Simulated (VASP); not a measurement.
Input of a VASP 6.6.1 run:

File INCAR:

```
PREC = Accurate
ENCUT = 520
EDIFF = 1E-7
ISMEAR = -1
SIGMA = 0.08
LREAL = F
LASPH = T
NELM = 80
ALGO = Normal
ISIF = 2
LWAVE = F
LCHARG = F
GGA = PE
NBANDS = 11
```

KPOINTS

```
Automatic mesh
0
Gamma
  16 16 16
```

File POSCAR:

```
Hf
1.0
   -1.6521880950      1.6521880950      1.6521880950
    1.6521880950     -1.6521880950      1.6521880950
    1.6521880950      1.6521880950     -1.6521880950
Hf
1
Direct
    0.0000000000      0.0000000000      0.0000000000
```

Potentials or basis: VASP PAW PBE potentials, release 64 (Hf_pv).

Launch:

```sh
$ cat potpaw_PBE.64/Hf_pv/POTCAR > POTCAR
$ mpirun -np 1 vasp_std > vasp.out
```

Task: Predict the pressure.

Result: 29.6 GPa.

Task: Predict the band gap on the k mesh.

Result: Zero (band 5 reaches 7.80 eV, above the bottom of band 6 at 5.15 eV).

Caveat: spin-orbit coupling is left out, which moves the levels of the heavy elements.
